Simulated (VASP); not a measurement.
Runs of VASP 6.6.1 on Rb2Pt. The structure is that of space group P-3m1 (No. 164), or close to it. The cells are those of the table. 

| task | cell | k mesh | cutoff (eV) | gap on the mesh (eV) | pressure (GPa) | relaxed volume (Å³/atom) | largest force (eV/Å) |
| --- | --- | --- | --- | --- | --- | --- | --- |
| relaxation of cell and atoms | relaxed from a = 5.217, b = 5.217, c = 5.961 Å, angles 90.0, 90.0, 120.0°, 3 atoms | 6 × 6 × 6 | 600 | 0.63 | 0.0 | (a) | - |
| relaxation of cell and atoms | relaxed from a = 5.202, b = 5.202, c = 8.260 Å, angles 90.0, 90.0, 120.0°, 3 atoms | 12 × 12 × 6 | 600 | 0.56 | 0.0 | 64.90 | 0.01 |
| single point | a = 5.217, b = 5.217, c = 5.961 Å, angles 90.0, 90.0, 120.0°, 3 atoms | 12 × 12 × 6 | 520 | 0.63 | 0.0 | - | 0.01 |
| single point | a = 5.217, b = 5.217, c = 5.961 Å, angles 90.0, 90.0, 120.0°, 3 atoms | 6 × 6 × 6 | 520 | 0.63 | 0.0 | - | 0.01 |

Alike in all rows: level PBE; potentials or basis VASP PAW PBE potentials, release 64 (Rb_sv, Pt); no spin polarisation; smearing gaussian 0.02 eV.

Question: Estimate the missing entries.

Answer: (a) 46.92.

Caveats: spin-orbit coupling is left out, which moves the levels of the heavy elements.

A k mesh can miss the band edges, and the runs leave out spin-orbit coupling on Pt, Rb.
